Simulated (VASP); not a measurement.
Input of a VASP 6.6.1 run:

File INCAR:

```
SYSTEM = BP
ALGO = Normal ; EDIFF = 1E-6
ENCUT = 500 ; GGA = PE
GGA_COMPAT = .FALSE. ; ISIF = 2
ISMEAR = 0 ; LASPH = .TRUE.
LCHARG = .FALSE. ; LREAL = .FALSE.
LWAVE = .FALSE. ; NBANDS = 11
NELM = 120 ; PREC = Accurate
SIGMA = 0.1
```

The input KPOINTS:

```
k-points
0
G
  6 6 6
  0 0 0
```

The input POSCAR:

```
BP
1.0
    0.0000000000      2.5968667413      2.5968667413
    2.5968667413      0.0000000000      2.5968667413
    2.5968667413      2.5968667413      0.0000000000
B P
1 1
Direct
    0.0000000000      0.0000000000      0.0000000000
    0.7500000000      0.7500000000      0.7500000000
```

Potentials or basis: VASP PAW PBE potentials, release 64 (B, P).

Launch:

```bash
$ cat potpaw_PBE.64/B/POTCAR potpaw_PBE.64/P/POTCAR > POTCAR
$ mpirun -np 1 vasp_std > vasp.out
```

Question: Predict the pressure.

Answer: -29.0 GPa.

Question: Estimate the band gap on the k mesh.

Answer: 1.67 eV (least direct gap 2.14 eV).

Caveat: the cell differs from its parent crystal (In replaced by B, lengths x 0.860, strained); the cell stands under tension. A k mesh can miss the band edges.
